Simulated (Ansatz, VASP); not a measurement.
## One calculation of SiC, two programs

Contents of POSCAR:

```
SiC
1.0
    2.1790000000      2.1790000000      0.0000000000
   -2.1790000000      2.1790000000      0.0000000000
    0.0000000000      2.1790000000      2.1790000000
Si C
1 1
Direct
    0.0000000000      0.0000000000      0.0000000000
    0.7500000000      0.2500000000      0.5000000000
```

INCAR.step1

```
PREC = Accurate
ENCUT = 600
ISMEAR = -1
SIGMA = 0.1
LREAL = F
LASPH = T
NELM = 100
GGA = PE
ALGO = Normal
EDIFF = 1E-4
LWAVE = T
LCHARG = F
```

INCAR.step2

```
PREC = Accurate
ENCUT = 600
EDIFF = 1E-6
ISMEAR = -1
SIGMA = 0.1
LREAL = F
LASPH = T
NELM = 100
ALGO = Normal
ISIF = 3
LWAVE = F
LCHARG = F
METAGGA = R2SCAN
LMIXTAU = T
IBRION = 2
NSW = 100
EDIFFG = -0.002
ISTART = 1
```

Contents of KPOINTS:

```
regular mesh
0
Gamma
  14 14 14
```

Input for Ansatz:

```yaml
crystal:
  lattice:
    - [2.179, 2.179, 0.0]
    - [-2.179, 2.179, 0.0]
    - [0.0, 2.179, 2.179]
  atoms:
    - { symbol: Si, position: [0.0, 0.0, 0.0] }
    - { symbol: C, position: [0.75, 0.25, 0.5] }
kpoints:
  mp_grid: { grid: [14, 14, 14] }
scf:
  occupations: { method: fermi_dirac, width: 0.1 }
hamiltonian:
  xc: r2scan
  pseudopotentials: { kind: paw }
relax:
  f_tol: 0.002
  max_steps: 80
  cell: {}
output:
  forces: true
  stress: true
```

Alike in both runs: task relaxation of cell and atoms; functional r2SCAN; k mesh 14 × 14 × 14; occupations fermi-dirac, width 0.1 eV; no spin polarisation.

|  | VASP | Ansatz |
| --- | --- | --- |
| version | VASP 6.6.1 | Ansatz 0.2.0 |
| potentials or method | VASP PAW PBE potentials, release 64 (Si, C) | PAW with Ansatz's default frozen-core files, scalar-relativistic |
| plane-wave cutoff (eV) | 600 | 500 |
| valence electrons in the cell | 8 | 8 |

Ansatz gave:

```
relaxed volume (Å³/atom)                                     : 10.33
relaxed cell length with the largest relative difference (Å) : 3.080
```

Q: Which values does VASP return?

A: Relaxed volume (Å³/atom): 10.32; relaxed cell length with the largest relative difference (Å): 3.079.

VASP's potentials were made for PBE, not for r2SCAN.
